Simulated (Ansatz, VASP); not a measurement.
## One calculation of Rh, two programs

INCAR

```
SYSTEM = Rh
PREC = Accurate
ENCUT = 520
EDIFF = 1E-7
ISMEAR = 0
SIGMA = 0.15
LREAL = .FALSE.
LASPH = .TRUE.
NELM = 60
ALGO = Fast
ISIF = 2
LWAVE = .FALSE.
LCHARG = .TRUE.
GGA = CA
LELF = .TRUE.
LVHAR = .TRUE.
NBANDS = 38
```

Contents of KPOINTS:

```
Automatic mesh
0
G
  18 18 6
  0 0 0
```

POSCAR

```
Rh
1.0
    2.5111086539      0.0000000000      0.0000000000
   -1.2555543270      2.6809594996      0.0000000000
    0.0000000000      0.0000000000      7.7135244811
Rh
4
Direct
    0.0000000000      0.0000000000      0.0000000000
    0.3333333333      0.6666666667      0.2500000000
    0.0000000000      0.0000000000      0.5000000000
    0.6666666667      0.3333333333      0.7500000000
```

Input for Ansatz:

```yaml
crystal:
  lattice:
    - [2.5111086539, 0.0, 0.0]
    - [-1.255554327, 2.6809594996, 0.0]
    - [0.0, 0.0, 7.7135244811]
  atoms:
    - { symbol: Rh, position: [0.0, 0.0, 0.0] }
    - { symbol: Rh, position: [0.3333333333, 0.6666666667, 0.25] }
    - { symbol: Rh, position: [0.0, 0.0, 0.5] }
    - { symbol: Rh, position: [0.6666666667, 0.3333333333, 0.75] }
basis:
  ecutwfc: 420
kpoints:
  mp_grid: { grid: [18, 18, 6] }
hamiltonian:
  xc: lda
  pseudopotentials: { kind: paw, azcp: { folder: soft_1 } }
scf:
  occupations: { method: gaussian, width: 0.15 }
output:
  forces: true
  stress: true
  eigenvalues: true
```

Change from the starting cell: strain +e along x and -e along y -0.1100, strain +e along z and -e/2 along x and y -0.1100.

Alike in both runs: task single point; functional LDA; k mesh 18 × 18 × 6; occupations gaussian, width 0.15 eV; no spin polarisation.

|  | VASP | Ansatz |
| --- | --- | --- |
| version | VASP 6.6.1 | Ansatz 0.2.0 |
| potentials or method | VASP PAW LDA potentials, release 64 (Rh_pv), cutoff 520 eV | scalar-relativistic, plane waves, PAW |
| valence electrons in the cell | 60 | 68 |

|  | VASP | Ansatz | Ansatz less VASP |
| --- | --- | --- | --- |
| gap on the k mesh at the Fermi level (eV) | none | none | - |
| pressure (GPa) | 26.2 | 25.1 | -1.08 |
| traceless stress, the component that is largest in VASP (GPa) | -34.77 | -34.43 | +0.336 |
| rms of the force components (eV/Å) | 0.441 | 0.432 | -0.0089 |

Ansatz warns that its potentials were made for another functional, while VASP's fit it. LDA's correlation is that of Perdew and Zunger in VASP and of Perdew and Wang (1992) in Ansatz. Atom by atom the forces differ by 0.009 eV/Å (rms over components). A gap of «none» marks a metal or a gap that the smearing closes. VASP's potentials hold 60 valence electrons a cell and Ansatz's 68, so a difference there can come from the potentials and not from the codes.
